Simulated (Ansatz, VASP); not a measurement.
## SiAs3: VASP beside Ansatz

```
Si As
1.0
    -2.33969    2.33969    3.31203
     2.33969   -2.33969    3.31203
     2.33969    2.33969   -3.31203
Si As
1 3
Direct
  0.00000 0.00000 0.00000
  0.75000 0.25000 0.50000
  0.25000 0.75000 0.50000
  0.50000 0.50000 0.00000
```

Change from the starting cell: species swapped into the AgAu3 type (I4/mmm, No. 139).

Alike in both runs: functional PBE; k mesh 16 × 16 × 16; occupations gaussian, width 0.1 eV; no spin polarisation.

Ansatz relaxed the structure, and its values are those at the end. VASP's run is a single point on that final structure, the one shown.

|  | VASP | Ansatz |
| --- | --- | --- |
| version | VASP 6.6.1 | Ansatz 0.2.0 |
| potentials or method | VASP PAW PBE potentials, release 64 (Si, As), cutoff 520 eV | scalar-relativistic, plane waves, PAW |
| valence electrons in the cell | 19 | 49 |

Ansatz gave:

* gap on the k mesh at the Fermi level (eV): none
* pressure (GPa): 0.0

Estimate VASP's values.

gap on the k mesh at the Fermi level (eV): none; pressure (GPa): 0.1.

A gap of «none» marks a metal or a gap that the smearing closes. VASP's potentials hold 19 valence electrons a cell and Ansatz's 49, so a difference there can come from the potentials and not from the codes.
